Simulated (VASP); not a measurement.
Input of a VASP 6.6.1 run:

File INCAR:

```
SYSTEM = Cu3Cl
ALGO = Normal
EDIFF = 1E-6
ENCUT = 520
GGA = PE
ISIF = 2
ISMEAR = 0
LASPH = .TRUE.
LCHARG = .FALSE.
LREAL = .FALSE.
LWAVE = .FALSE.
NBANDS = 28
NELM = 60
PREC = Accurate
SIGMA = 0.02
```

File KPOINTS:

```
k-points
0
G
  10 10 10
  0 0 0
```

File POSCAR:

```
Cu3Cl
1.0
    3.8379900662      0.0000000000      0.0000000000
    0.0000000000      3.8379900662      0.0000000000
    0.0000000000      0.0000000000      3.8379900662
Cu Cl
3 1
Direct
    0.0000000000      0.5000000000      0.5000000000
    0.5000000000      0.0000000000      0.5000000000
    0.5000000000      0.5000000000      0.0000000000
    0.0000000000      0.0000000000      0.0000000000
```

Potentials or basis: VASP PAW PBE potentials, release 64 (Cu, Cl).

Run with:

```console
$ cat potpaw_PBE.64/Cu/POTCAR potpaw_PBE.64/Cl/POTCAR > POTCAR
$ mpirun -np 1 vasp_std > vasp.out
```

Task: What does it give for the band gap on the k mesh?

Result: 0.02 eV, indirect (least direct gap 0.05 eV).

Task: Estimate the pressure.

Result: 0.2 GPa.

A k mesh can miss the band edges.
